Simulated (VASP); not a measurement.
Write the native input for VASP 6.6.1 that does the following.

```
Task                   : single point
Functional             : PBE
Potentials or basis    : VASP PAW PBE potentials, release 64 (Cs_sv, I, Sn_d)
Cutoff                 : 520 eV
k mesh                 : 5 × 5 × 5
Occupations            : fermi-dirac, width 0.05 eV
Spin                   : no spin polarisation
Dipole correction      : no
Further INCAR settings : ALGO = Normal; EDIFF = 1e-07; NBANDS = 30
```

The structure of CsSnI3 lies in POSCAR:

```
CsSnI3
1.0
    6.2467985487      0.0000000000      0.0000000000
    0.0000000000      6.2467985487      0.0000000000
    0.0000000000      0.0000000000      6.2467985487
Cs I Sn
1 3 1
Direct
    0.0000000000      0.0000000000      0.0000000000
    0.5000000000      0.5000000000      0.0000000000
    0.5000000000      0.0000000000      0.5000000000
    0.0000000000      0.5000000000      0.5000000000
    0.5000000000      0.5000000000      0.5000000000
```

This cell differs from its parent crystal: volume scaled by 1.02.

One way to write it, as run:

INCAR

```
SYSTEM = CsSnI3
PREC = Accurate
ENCUT = 520
EDIFF = 1E-7
ISMEAR = -1
SIGMA = 0.05
LREAL = .False.
LASPH = .True.
NELM = 100
ALGO = Normal
ISIF = 2
LWAVE = .False.
LCHARG = .False.
GGA = PE
NBANDS = 30
```

KPOINTS

```
Automatic mesh
0
Gamma
  5 5 5
  0 0 0
```

Potentials or basis: VASP PAW PBE potentials, release 64 (Cs_sv, I, Sn_d).

Command:

```bash
$ cat potpaw_PBE.64/Cs_sv/POTCAR potpaw_PBE.64/I/POTCAR potpaw_PBE.64/Sn_d/POTCAR > POTCAR
$ mpirun -np 1 vasp_std > vasp.out
```

Results of the run:

```
Pressure               : 0.2 GPa
Band gap on the k mesh : 1.77 eV, direct
```

Caveat: spin-orbit coupling is left out, which moves the levels of the heavy elements.

Wall time 70 s on 1 thread of Intel(R) Xeon(R) Platinum 8259CL CPU @ 2.50GHz (Skylake/Cascade Lake), with other jobs on the host, peak memory 0.35 GiB.
